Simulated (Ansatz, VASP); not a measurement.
**Two plane-wave programs on YNbSe4**

Contents of INCAR:

```
SYSTEM = YNbSe4
PREC = Accurate
ENCUT = 600
EDIFF = 1E-7
ISMEAR = 0
SIGMA = 0.1
LREAL = .FALSE.
LASPH = .TRUE.
NELM = 150
ALGO = Normal
ISIF = 3
LWAVE = .FALSE.
LCHARG = .FALSE.
ISPIN = 2
MAGMOM = 0.17 2.04 0.01 0.01 0.01 0.01
LORBIT = 11
LMAXMIX = 4
GGA = PE
IBRION = 2
NSW = 90
EDIFFG = -0.04
```

File KPOINTS:

```
Automatic mesh
0
G
  4 4 4
  0 0 0
```

POSCAR

```
YNbSe4
1.0
    0.0000000000      4.2589151300      4.2589151300
    4.2589151300      0.0000000000      4.2589151300
    4.2589151300      4.2589151300      0.0000000000
Y Nb Se
1 1 4
Direct
    0.0000000000      0.0000000000      0.0000000000
    0.2500000000      0.2500000000      0.2500000000
    0.6251497400      0.6251497400      0.1245507900
    0.6251497400      0.6251497400      0.6251497400
    0.1245507900      0.6251497400      0.6251497400
    0.6251497400      0.1245507900      0.6251497400
```

Input for Ansatz:

```yaml
crystal:
  lattice:
    - [0.0, 4.25891513, 4.25891513]
    - [4.25891513, 0.0, 4.25891513]
    - [4.25891513, 4.25891513, 0.0]
  atoms:
    - { symbol: "Y", position: [0.0, 0.0, 0.0] }
    - { symbol: Nb, position: [0.25, 0.25, 0.25] }
    - { symbol: Se, position: [0.62514974, 0.62514974, 0.12455079] }
    - { symbol: Se, position: [0.62514974, 0.62514974, 0.62514974] }
    - { symbol: Se, position: [0.12455079, 0.62514974, 0.62514974] }
    - { symbol: Se, position: [0.62514974, 0.12455079, 0.62514974] }
basis:
  ecutwfc: 420
kpoints:
  mp_grid: { grid: [4, 4, 4] }
hamiltonian:
  xc: pbe
scf:
  occupations: { method: gaussian, width: 0.1 }
  lower_state_search: "off"
output:
  forces: true
  stress: true
  eigenvalues: true
  populations: true
magnetization:
  spin_polarized: true
relax:
  adjacent_minimum: "off"
  f_tol: 0.04
  max_steps: 70
  cell: { stress_tol: 0.4 }
```

Change from the starting cell: species swapped into the YHoCo4 type (F-43m, No. 216).

Alike in both runs: task relaxation of cell and atoms; functional PBE; k mesh 4 × 4 × 4; occupations gaussian, width 0.1 eV; collinear spin.

|  | VASP | Ansatz |
| --- | --- | --- |
| version | VASP 6.6.1 | Ansatz 0.2.0 |
| potentials or method | VASP PAW PBE potentials, release 64 (Y_sv, Nb_sv, Se), cutoff 600 eV | scalar-relativistic, plane waves, PAW |
| valence electrons in the cell | 48 | 88 |

Ansatz gave:

| Quantity | Value |
| --- | --- |
| gap on the k mesh at the Fermi level, each at its own relaxed structure (eV) | none |
| net moment per atom (μB) | 0.44 |
| size of the moment on the site where the two differ most (μB) | 1.85 |
| relaxed volume (Å³/atom) | 22.09 |
| relaxed length of the cell vector where the two differ most in proportion (Å) | 5.723 |

Which values does VASP return?

gap on the k mesh at the Fermi level, each at its own relaxed structure (eV): none; net moment per atom (μB): 0.43; size of the moment on the site where the two differ most (μB): 1.56; relaxed volume (Å³/atom): 22.02; relaxed length of the cell vector where the two differ most in proportion (Å): 5.717.

Site moments also hang on the region over which each program counts them. A gap of «none» marks a metal or a gap that the smearing closes. VASP's potentials hold 48 valence electrons a cell and Ansatz's 88, so a difference there can come from the potentials and not from the codes. Ansatz's warnings: no starting moments.
